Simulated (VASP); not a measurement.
## Al2O5: single point with PBEsol

Crystal: Al2O5.

```
Al O
1.0
     4.88606   -1.49275   -0.87003
     4.88606    1.49275   -0.87003
    -5.24496    0.00000    6.39609
Al O
2 5
Direct
  0.41208 0.41208 0.68581
  0.58792 0.58792 0.31419
  0.63445 0.63445 0.01632
  0.36555 0.36555 0.98368
  0.00000 0.00000 0.00000
  0.12337 0.12337 0.45617
  0.87663 0.87663 0.54383
```

| Quantity | Value |
| --- | --- |
| Program | VASP 6.6.1 |
| Task | single point |
| Functional | PBEsol |
| Potentials or basis | VASP PAW PBE potentials, release 64 (Al, O) |
| Cutoff | 520 eV |
| k mesh | 12 × 12 × 8 |
| Occupations | gaussian, width 0.01 eV |
| Spin | no spin polarisation |
| Dipole correction | no |
| Further INCAR settings | ALGO = Normal; EDIFF = 1e-07; NBANDS = 27 |

```json
{
  "Pressure": "0.2 GPa",
  "Largest force": "0.047 eV/Å",
  "Band gap on the k mesh": "0.35 eV (least direct gap 0.64 eV)"
}
```

Forces in eV/Å, atoms in the order of the input:
```
Al   0.011  0.000  0.002
Al  -0.011  0.000 -0.002
O    0.023  0.000  0.042
O   -0.023  0.000 -0.042
O    0.000  0.000  0.000
O   -0.012  0.000  0.015
O    0.012  0.000 -0.015
```

Stress tensor (GPa, compression positive):
```
-0.10  0.00  0.09
 0.00  0.47  0.00
 0.09  0.00  0.29
```

Levels at points of the mesh, in eV from the valence-band top:
```tsv
k point	band 15	band 16	band 17	band 18	band 19	band 20	band 21	band 22
(0.00, 0.00, 0.00)	-0.92	-0.91	-0.90	-0.01	1.34	2.27	4.98	8.53
(0.50, 0.00, 0.00)	-1.22	-0.98	-0.71	-0.10	2.07	2.67	8.63	9.07
(0.50, 0.50, 0.00)	-1.09	-0.91	-0.64	-0.28	0.35	2.03	7.52	7.80
(0.00, 0.00, 0.50)	-1.72	-0.86	-0.41	-0.39	1.35	2.26	6.84	8.08
(0.50, 0.00, 0.50)	-1.16	-0.99	-0.85	-0.07	2.07	2.66	8.65	8.85
(0.50, 0.50, 0.50)	-1.19	-0.73	-0.66	-0.32	0.36	2.03	6.18	7.80
```

It took 38 min on 1 thread of Intel Xeon 8259CL, on a shared host, peak memory 0.66 GiB.

Caveat: the PAW data sets were made with another functional, which shifts forces and pressure a little. A k mesh can miss the band edges.
